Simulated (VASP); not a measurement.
Runs of VASP 6.6.1 on Ag. The structure is that of space group P6_3/mmc (No. 194), or close to it. The cells are those of the table. This isn't the form of Ag at room conditions, which is fcc.

```csv
task,cell,gap on the mesh (eV),pressure (GPa)
single point,"a = 2.943, b = 2.943, c = 10.196 Å, angles 90.0, 90.0, 120.0°, 4 atoms",none,-4.7
electric field gradients,"a = 2.867, b = 2.867, c = 9.933 Å, angles 90.0, 90.0, 120.0°, 4 atoms",none,1.4
single point,"a = 2.905, b = 2.905, c = 10.066 Å, angles 90.0, 90.0, 120.0°, 4 atoms",none,(b)
single point,"a = 2.886, b = 2.886, c = 9.900 Å, angles 90.0, 90.0, 120.0°, 4 atoms",none,0.3
single point,"a = 2.896, b = 2.896, c = 10.033 Å, angles 90.0, 90.0, 120.0°, 4 atoms",none,(a)
electric field gradients,"a = 2.886, b = 2.886, c = 10.000 Å, angles 90.0, 90.0, 120.0°, 4 atoms",none,-0.5
electric field gradients,"a = 2.827, b = 2.827, c = 9.796 Å, angles 90.0, 90.0, 120.0°, 4 atoms",none,5.9
electric field gradients,"a = 2.924, b = 2.924, c = 10.132 Å, angles 90.0, 90.0, 120.0°, 4 atoms",none,-3.5
```

Alike in all rows: level PBE; potentials or basis VASP PAW PBE potentials, release 64 (Ag); no spin polarisation; k mesh 14 × 14 × 4; cutoff (eV) 520; smearing fermi-dirac 0.08 eV.

Fill in the values left out.

(a) -1.3; (b) -2.1.

Caveats: the cell stands under tension (at least some runs); the cell stands under pressure (at least some runs).

A k mesh can miss the band edges, and the runs leave out spin-orbit coupling on Ag.

A gap of «none» marks levels without a gap at the run's occupations.
